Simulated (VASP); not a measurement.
# Al23GeN24 (a cell with a defect) in VASP: electric field gradients with PBE

Aim: the electric field gradients of Al23GeN24 (a cell with a defect) with PBE.

All numbers are computed with VASP 6.6.1; they aren't measurements. Logs are shortened: lines on timing, memory, paths and dates and some standing lists are left out, and cuts for length are marked.

## Step 1: The cell of the first run

The cell holds a defect, 48 atoms: a = 9.339 Å, b = 6.226 Å, c = 9.962 Å, α = 90.00°, β = 90.00°, γ = 120.00°.

## Step 2: Electric field gradients, PBE

File INCAR:

```
SYSTEM = Al23GeN24
ALGO     = Normal         ! electronic algorithm
EDIFF    = 1E-8           ! SCF threshold, eV
ENCUT    = 520            ! plane-wave cutoff, eV
GGA      = PE             ! functional
ISIF     = 2              ! what is computed and relaxed
ISMEAR   = -1             ! smearing method
LASPH    = .True.         ! aspherical terms in the spheres
LCHARG   = .False.        ! write CHGCAR
LEFG     = .True.       
LREAL    = Auto         
LWAVE    = .False.        ! write WAVECAR
NBANDS   = 132            ! bands
NELECT   = 202.0        
NELM     = 100            ! most SCF steps
PREC     = Accurate       ! precision mode
SIGMA    = 0.01           ! smearing width, eV
```

File KPOINTS:

```
k-points
0
Gamma
  3 4 2
  0 0 0
```

File POSCAR:

```
Al23GeN24
1.0
    9.3390000000      0.0000000000      0.0000000000
   -3.1130000000      5.3918741640      0.0000000000
    0.0000000000      0.0000000000      9.9620000000
Ge Al N
1 23 24
Direct
    0.1111111111      0.3333333334      0.0000000000
    0.1111111111      0.3333333334      0.5000000000
    0.1111111111      0.8333333334      0.0000000000
    0.1111111111      0.8333333334      0.5000000000
    0.4444444444      0.3333333334      0.0000000000
    0.4444444444      0.3333333334      0.5000000000
    0.4444444444      0.8333333334      0.0000000000
    0.4444444444      0.8333333334      0.5000000000
    0.7777777778      0.3333333334      0.0000000000
    0.7777777778      0.3333333334      0.5000000000
    0.7777777778      0.8333333334      0.0000000000
    0.7777777778      0.8333333334      0.5000000000
    0.2222222222      0.1666666666      0.2500000000
    0.2222222222      0.1666666666      0.7500000000
    0.2222222222      0.6666666666      0.2500000000
    0.2222222222      0.6666666666      0.7500000000
    0.5555555556      0.1666666666      0.2500000000
    0.5555555556      0.1666666666      0.7500000000
    0.5555555556      0.6666666666      0.2500000000
    0.5555555556      0.6666666666      0.7500000000
    0.8888888889      0.1666666666      0.2500000000
    0.8888888889      0.1666666666      0.7500000000
    0.8888888889      0.6666666666      0.2500000000
    0.8888888889      0.6666666666      0.7500000000
    0.1111111111      0.3333333334      0.1900000000
    0.1111111111      0.3333333334      0.6900000000
    0.1111111111      0.8333333334      0.1900000000
    0.1111111111      0.8333333334      0.6900000000
    0.4444444444      0.3333333334      0.1900000000
    0.4444444444      0.3333333334      0.6900000000
    0.4444444444      0.8333333334      0.1900000000
    0.4444444444      0.8333333334      0.6900000000
    0.7777777778      0.3333333334      0.1900000000
    0.7777777778      0.3333333334      0.6900000000
    0.7777777778      0.8333333334      0.1900000000
    0.7777777778      0.8333333334      0.6900000000
    0.2222222222      0.1666666666      0.4400000000
    0.2222222222      0.1666666666      0.9400000000
    0.2222222222      0.6666666666      0.4400000000
    0.2222222222      0.6666666666      0.9400000000
    0.5555555556      0.1666666666      0.4400000000
    0.5555555556      0.1666666666      0.9400000000
    0.5555555556      0.6666666666      0.4400000000
    0.5555555556      0.6666666666      0.9400000000
    0.8888888889      0.1666666666      0.4400000000
    0.8888888889      0.1666666666      0.9400000000
    0.8888888889      0.6666666666      0.4400000000
    0.8888888889      0.6666666666      0.9400000000
```

Potentials or basis: VASP PAW PBE potentials, release 64 (Ge_d, Al, N).

The run is started by

```
$ cat potpaw_PBE.64/Ge_d/POTCAR potpaw_PBE.64/Al/POTCAR potpaw_PBE.64/N/POTCAR > POTCAR
$ mpirun -np 1 vasp_std > vasp.out
```

OUTCAR:

```text
SYSTEM = Al23GeN24
   EDIFF = 1E-8
   ENCUT = 520
   GGA = PE
   ISIF = 2
   ISMEAR = -1
   LASPH = .True.
   LREAL = Auto
   NELECT = 202.0
   NELM = 100
   PREC = Accurate

 ion  position               nearest neighbor table
   1  0.111  0.333  0.000-  25 1.89  40 1.89  46 1.89  38 1.89  15 3.07  16 3.07  21 3.07  22 3.07
                            13 3.07  14 3.07   5 3.11   9 3.11   7 3.11  11 3.11   3 3.11   3 3.11
   2  0.111  0.333  0.500-  26 1.89  39 1.89  45 1.89  37 1.89  15 3.07  16 3.07  21 3.07  22 3.07
                            13 3.07  14 3.07   6 3.11  10 3.11   8 3.11  12 3.11   4 3.11   4 3.11
   3  0.111  0.833  0.000-  27 1.89  38 1.89  48 1.89  40 1.89  13 3.07  14 3.07  23 3.07  24 3.07
                            15 3.07  16 3.07   7 3.11  11 3.11   5 3.11   9 3.11   1 3.11   1 3.11
   4  0.111  0.833  0.500-  28 1.89  37 1.89  47 1.89  39 1.89  13 3.07  14 3.07  23 3.07  24 3.07
                            15 3.07  16 3.07   8 3.11  12 3.11   6 3.11  10 3.11   2 3.11   2 3.11
   5  0.444  0.333  0.000-  29 1.89  44 1.89  38 1.89  42 1.89  19 3.07  20 3.07  13 3.07  14 3.07
                            17 3.07  18 3.07   1 3.11   3 3.11   7 3.11   7 3.11  11 3.11   9 3.11
   6  0.444  0.333  0.500-  30 1.89  43 1.89  37 1.89  41 1.89  19 3.07  20 3.07  13 3.07  14 3.07
                            17 3.07  18 3.07   2 3.11   4 3.11   8 3.11   8 3.11  12 3.11  10 3.11
   7  0.444  0.833  0.000-  31 1.89  42 1.89  40 1.89  44 1.89  17 3.07  18 3.07  15 3.07  16 3.07
                            19 3.07  20 3.07   3 3.11   1 3.11   5 3.11   5 3.11   9 3.11  11 3.11
   8  0.444  0.833  0.500-  32 1.89  41 1.89  39 1.89  43 1.89  17 3.07  18 3.07  15 3.07  16 3.07
                            19 3.07  20 3.07   4 3.11   2 3.11   6 3.11   6 3.11  10 3.11  12 3.11
   9  0.778  0.333  0.000-  33 1.89  48 1.89  42 1.89  46 1.89  23 3.07  24 3.07  17 3.07  18 3.07
[... 53 lines left out ...]
  47  0.889  0.667  0.440-  23 1.89  10 1.89   4 1.89  12 1.89
  48  0.889  0.667  0.940-  24 1.89   9 1.89   3 1.89  11 1.89

  Warning from LATTYP: Monoclinic adjustment (A1->A3, A2->A1, A3->A2)!
  Warning from LATTYP: Got some problem with cell dimensions!
  Tried to take original basis but could not verify dimensions!
  LATTYP: Found a simple monoclinic cell.
 ALAT       =     6.2260000000
 B/A-ratio  =     1.6000642467
 C/A-ratio  =     1.3228756555
 COS(beta)  =    -0.1889822365

  Lattice vectors:

 A1 = (  -3.1130000000,   5.3918741640,   0.0000000000)
 A2 = (   0.0000000000,   0.0000000000,  -9.9620000000)
 A3 = (  -6.2260000000,  -5.3918741640,   0.0000000000)

Analysis of symmetry for initial positions (statically):
=====================================================================
 Subroutine PRICEL returns:
 Original cell was already a primitive cell.

 Routine SETGRP: Setting up the symmetry group for a
 simple monoclinic supercell.

 Subroutine GETGRP returns: Found  1 space group operations
 (whereof  1 operations were pure point group operations)
 out of a pool of  4 trial point group operations.

The static configuration has the point symmetry C_1 .

Analysis of symmetry for dynamics (positions and initial velocities):
=====================================================================
 Subroutine PRICEL returns:
 Original cell was already a primitive cell.

 Routine SETGRP: Setting up the symmetry group for a
 simple monoclinic supercell.

 Subroutine GETGRP returns: Found  1 space group operations
 (whereof  1 operations were pure point group operations)
 out of a pool of  4 trial point group operations.

The dynamic configuration has the point symmetry C_1 .

 Subroutine INISYM returns: Found  1 space group operations
 (whereof  1 operations are pure point group operations),
 and found     1 'primitive' translations

----------------------------------------------------------------------------------------

                                     Primitive cell

  volume of cell :     501.6336

  direct lattice vectors                    reciprocal lattice vectors
[... 184 lines left out ...]
   EFERMI_NEDOS =   21; number of points for ismear=-14 and -15
   IALGO  =     38    algorithm
   IMIX   =      4    mixing-type and parameters
     AMIX     =   0.40;   BMIX     =  1.00
     AMIX_MAG =   1.60;   BMIX_MAG =  1.00
  volume/ion in A,a.u.               =      10.45        70.52
  Fermi-wavevector in a.u.,A,eV,Ry     =   1.208917  2.284521 19.884639  1.461480
  Thomas-Fermi vector in A             =   2.344510
   LORBIT       =      0    0 simple, 1 ext, 2 COOP (PROOUT), +10 PAW based schemes
   GGA     = PE    functional components
   LHFCALC =     F    Hartree Fock is set to
   AEXX    =    0.0000 exact exchange contribution
   IVDW    =     0    specifies the selected vdW correction
   LEPSILON=     F    determine dielectric tensor
   LRPA    =     F    only Hartree local field effects (RPA)
 non-spin polarized calculation
  energy-cutoff  :      520.00
  volume of cell :      501.63
 maximum number of plane-waves:     13526
 NGX is ok and might be reduce to    70
   NGX = 35   NGY = 23   NGZ = 37

 number of electron     201.9999965 magnetization

 Free energy of the ion-electron system (eV)
  ---------------------------------------------------
  ext. energy  EPLUGINS =         0.00000000
  ---------------------------------------------------
  free energy    TOTEN  =      -363.31133906 eV

  energy without entropy =     -363.31133906  energy(sigma->0) =     -363.31133906

 E-fermi :   6.4256     XC(G=0): -10.9407

 val. band max:        6.1768670373   @ k =   0.0000   0.0000   0.0000
 cond. band min:       9.7995044873   @ k =   0.0000   0.0000   0.0000
 fundamental gap:      3.6226374499
 Fermi energy:         6.4255686453

 k-point     1 :       0.0000    0.0000    0.0000
  band No.  band energies     occupation
      1     -18.0281      2.00000
      2     -18.0244      2.00000
      3     -18.0208      2.00000
      4     -17.9299      2.00000
      5     -17.9280      2.00000
      6      -9.7258      2.00000
[... 1613 lines left out ...]
    112      12.5553      0.00000
    113      12.6160      0.00000
 [bands above 113 left out]

------------------------ aborting loop because EDIFF is reached ----------------------------------------

  FORCE on cell =-STRESS in cart. coord.  units (eV):
  Direction    XX          YY          ZZ          XY          YZ          ZX
  --------------------------------------------------------------------------------------
  -------------------------------------------------------------------------------------
  Total       -0.4156708     -0.3530634      5.3082309     -0.0795705     -0.0138178     -0.0268968
  in kB       -1.3276189     -1.1276560     16.9540605     -0.2541416     -0.0441329     -0.0859063
  external PRESSURE =       4.8329285 kB  Pullay stress =       0.0000000 kB

 VOLUME and BASIS-vectors are now :
 -----------------------------------------------------------------------------
  energy-cutoff  :      520.00
  volume of cell :      501.63
      direct lattice vectors                 reciprocal lattice vectors
     9.339000000  0.000000000  0.000000000     0.107077846  0.061821423  0.000000000
    -3.113000000  5.391874164  0.000000000     0.000000000  0.185464269  0.000000000
     0.000000000  0.000000000  9.962000000     0.000000000  0.000000000  0.100381450

 POSITION                                       TOTAL-FORCE (eV/Angst)
 -----------------------------------------------------------------------------------
     -0.00000      1.79729      0.00000        -0.107160     -0.051416      0.060269
     -0.00000      1.79729      4.98100        -0.022327     -0.008612     -0.049912
     -1.55650      4.49323      0.00000        -0.687983     -0.401086      0.392862
     -1.55650      4.49323      4.98100        -0.071326     -0.037965     -0.236221
      3.11300      1.79729      0.00000         0.753558      0.497669      0.238525
      3.11300      1.79729      4.98100         0.084980      0.059551     -0.204405
[... 40 lines left out ...]
      6.22600      3.59458      4.38328         0.058674      0.032043      0.104676
      6.22600      3.59458      9.36428         0.268757      0.147301      0.164302
 -----------------------------------------------------------------------------------
    total drift:                                0.002253     -0.003128      0.028247

  FREE ENERGIE OF THE ION-ELECTRON SYSTEM (eV)
  ---------------------------------------------------
  free  energy   TOTEN  =      -363.3113390641 eV

  energy  without entropy=     -363.3113390641  energy(sigma->0) =     -363.31133906

 Electric field gradients (V/A^2)
---------------------------------------------------------------------
 ion       V_xx      V_yy      V_zz      V_xy      V_xz      V_yz
---------------------------------------------------------------------
   1      -1.358     0.133     1.225    -1.483    -2.129    -1.059
   2      -2.056    -1.987     4.043    -0.062    -0.088    -0.048
   3      -0.527     1.162    -0.635    -1.432    -2.868    -1.691
   4      -2.109    -1.869     3.978    -0.205    -0.319    -0.186
   5       0.917    -0.983     0.066     2.667     1.999     1.545
   6      -1.554    -1.944     3.498     0.537     0.337     0.223
[... 40 lines left out ...]
  47      -0.442    -0.534     0.976     0.108    -0.010     0.004
  48       1.724     3.130    -4.854    -0.938     0.439     0.247
---------------------------------------------------------------------

 Electric field gradients after diagonalization (V/A^2)
 (convention: |V_zz| > |V_xx| > |V_yy|)
----------------------------------------------------------------------
 ion       V_xx      V_yy      V_zz     asymmetry (V_yy - V_xx)/ V_zz
----------------------------------------------------------------------
   1       2.446     1.023    -3.470       0.410
   2      -2.095    -1.950     4.045       0.036
   3       2.361     1.978    -4.338       0.088
   4      -2.249    -1.751     4.000       0.124
   5      -2.870    -1.432     4.302       0.334
   6      -2.320    -1.212     3.533       0.314
[... 40 lines left out ...]
  47      -0.605    -0.371     0.976       0.240
  48       3.599     1.296    -4.895       0.471
----------------------------------------------------------------------

           NMR quadrupolar parameters

 Cq : quadrupolar parameter    Cq=e*Q*V_zz/h
 eta: asymmetry parameters     (V_yy - V_xx)/ V_zz
 Q  : nuclear electric quadrupole moment in mb (millibarn)
----------------------------------------------------------------------
 ion       Cq(MHz)       eta       Q (mb)
----------------------------------------------------------------------
   1      -0.008       0.410       1.000
   2       0.010       0.036       1.000
   3      -0.010       0.088       1.000
   4       0.010       0.124       1.000
   5       0.010       0.334       1.000
   6       0.009       0.314       1.000
[... 40 lines left out ...]
  47       0.002       0.240       1.000
  48      -0.012       0.471       1.000
----------------------------------------------------------------------
```

It took 22 min on 1 thread of Intel Xeon 6975P-C (Granite Rapids), shared host; peak memory 0.92 GiB.

What came out:

| Item | Value |
| --- | --- |
| Free energy | -363.3113 eV |
| Largest force | 1.201 eV/Å |

Forces on the atoms (eV/Å):
```
Ge  -0.107 -0.051  0.060
Al  -0.022 -0.009 -0.050
Al  -0.688 -0.401  0.393
Al  -0.071 -0.038 -0.236
Al   0.754  0.498  0.239
Al   0.085  0.060 -0.204
Al   0.752  0.373  0.233
Al   0.090  0.044 -0.206
Al  -0.683  0.357  0.243
Al  -0.066  0.015 -0.204
Al  -0.071 -0.791  0.230
Al  -0.021 -0.064 -0.205
Al   0.737 -0.299  0.471
Al   0.094  0.047 -1.196
Al   0.115  0.790  0.467
Al   0.090  0.059 -1.189
Al  -0.005 -0.024  0.104
Al   0.024  0.033 -0.458
Al   0.023  0.032  0.091
Al   0.032 -0.003 -0.405
Al  -0.730 -0.433  0.441
Al  -0.117 -0.074 -1.143
Al  -0.136 -0.074  0.108
Al  -0.115 -0.067 -0.431
N    0.013  0.007 -0.622
N    0.010  0.005  0.702
N    0.076  0.044 -0.310
N    0.124  0.072  0.605
N   -0.276 -0.066 -0.179
N   -0.129 -0.093  0.456
N   -0.209 -0.214 -0.174
N   -0.145 -0.066  0.449
N    0.265 -0.018 -0.176
N    0.118 -0.044  0.458
N    0.135  0.248 -0.165
N    0.024  0.126  0.448
N   -0.182  0.054 -0.068
N   -0.413  0.170  0.264
N   -0.046 -0.184 -0.067
N   -0.076 -0.453  0.266
N   -0.012 -0.010  0.098
N   -0.163 -0.233  0.123
N   -0.012 -0.003  0.105
N   -0.156  0.052  0.148
N    0.194  0.115 -0.062
N    0.569  0.334  0.279
N    0.059  0.032  0.105
N    0.269  0.147  0.164
```

Electric field gradients, principal values (V/Å²):
```
 atom    least   middle  greatest (by size)
 1 Ge    1.023    2.446              -3.470
 2 Al   -1.950   -2.095               4.045
 3 Al    1.978    2.361              -4.338
 4 Al   -1.751   -2.249               4.000
 5 Al   -1.432   -2.870               4.302
 6 Al   -1.212   -2.320               3.533
 7 Al   -1.300   -3.430               4.730
 8 Al   -1.189   -2.322               3.511
 9 Al   -1.143   -2.453               3.596
10 Al   -1.284   -2.215               3.499
11 Al   -1.099   -2.839               3.939
12 Al   -1.266   -2.198               3.464
13 Al   -0.961   -2.873               3.834
14 Al   -3.810   -4.704               8.514
15 Al   -0.939   -2.915               3.854
16 Al   -3.788   -4.698               8.486
17 Al   -0.116   -0.704               0.819
18 Al   -1.900   -2.170               4.070
19 Al   -0.401   -0.634               1.035
20 Al   -1.849   -2.038               3.888
21 Al   -1.082   -3.287               4.368
22 Al   -3.542   -4.754               8.296
23 Al    0.063    1.184              -1.247
24 Al   -1.622   -2.518               4.139
 25 N  -20.478  -21.712              42.190
 26 N   -0.850   -1.589               2.438
 27 N    0.331    3.335              -3.666
 28 N   -0.547   -2.469               3.016
 29 N   -0.747   -1.836               2.583
 30 N   -1.024   -1.219               2.243
 31 N   -0.680   -1.762               2.442
 32 N   -0.947   -1.211               2.157
 33 N   -0.506   -1.788               2.294
 34 N   -0.796   -1.146               1.942
 35 N   -0.603   -1.707               2.310
 36 N   -0.805   -1.137               1.942
 37 N   -1.198   -2.327               3.525
 38 N  -20.471  -23.954              44.425
 39 N   -1.193   -2.342               3.535
 40 N  -20.635  -23.889              44.524
 41 N   -0.094   -0.639               0.733
 42 N   -1.221   -5.959               7.180
 43 N   -0.144   -0.600               0.744
 44 N   -0.628   -4.824               5.452
 45 N   -1.264   -2.125               3.389
 46 N  -20.484  -23.837              44.321
 47 N   -0.371   -0.605               0.976
 48 N    1.296    3.599              -4.895
```

Caveat: the cell carries a net charge on a neutralising background, which shifts energy and pressure; the cell is charged against a uniform background, so pressure and absolute levels hang on convention; without QUAD_EFG the Cq values of the log hold for a quadrupole moment of 1 mb, not for the nuclei.
